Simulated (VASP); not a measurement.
Set up this calculation in VASP 6.6.1, as the native input.

- Task: single point
- Functional: PBEsol
- Potentials or basis: VASP PAW PBE potentials, release 64 (Ni, Ti_sv)
- Cutoff: 520 eV
- k mesh: 16 × 16 × 16
- Occupations: methfessel-paxton, width 0.1 eV
- Spin: no spin polarisation
- Dipole correction: no
- Further INCAR settings: ALGO = Normal; EDIFF = 1e-07; NBANDS = 18

The structure of TiNi lies in POSCAR:

```
TiNi
1.0
    2.9702465116      0.0000000000      0.0000000000
    0.0000000000      2.9702465116      0.0000000000
    0.0000000000      0.0000000000      2.9702465116
Ni Ti
1 1
Direct
    0.0000000000      0.0000000000      0.0000000000
    0.5000000000      0.5000000000      0.5000000000
```

One way to write it, as run:

INCAR

```
SYSTEM = TiNi
ALGO = Normal
EDIFF = 1E-7
ENCUT = 520
GGA = PS
ISIF = 2
ISMEAR = 1
LASPH = .TRUE.
LCHARG = .FALSE.
LREAL = .FALSE.
LWAVE = .FALSE.
NBANDS = 18
NELM = 60
PREC = Accurate
SIGMA = 0.1
```

KPOINTS

```
k-points
0
G
  16 16 16
  0 0 0
```

Potentials or basis: VASP PAW PBE potentials, release 64 (Ni, Ti_sv).

The run is started by

```sh
$ cat potpaw_PBE.64/Ni/POTCAR potpaw_PBE.64/Ti_sv/POTCAR > POTCAR
$ mpirun -np 1 vasp_std > vasp.out
```

Results of the run:

- Pressure: -0.2 GPa
- Band gap on the k mesh: zero (band 11 reaches 10.21 eV, above the bottom of band 12 at 8.41 eV)

Caveat: the PAW data sets were made with another functional, which shifts forces and pressure a little.

Run time: 43 s on 1 thread of AMD EPYC 9R45 (Zen 5), with other jobs on the host, peak memory 0.17 GiB.
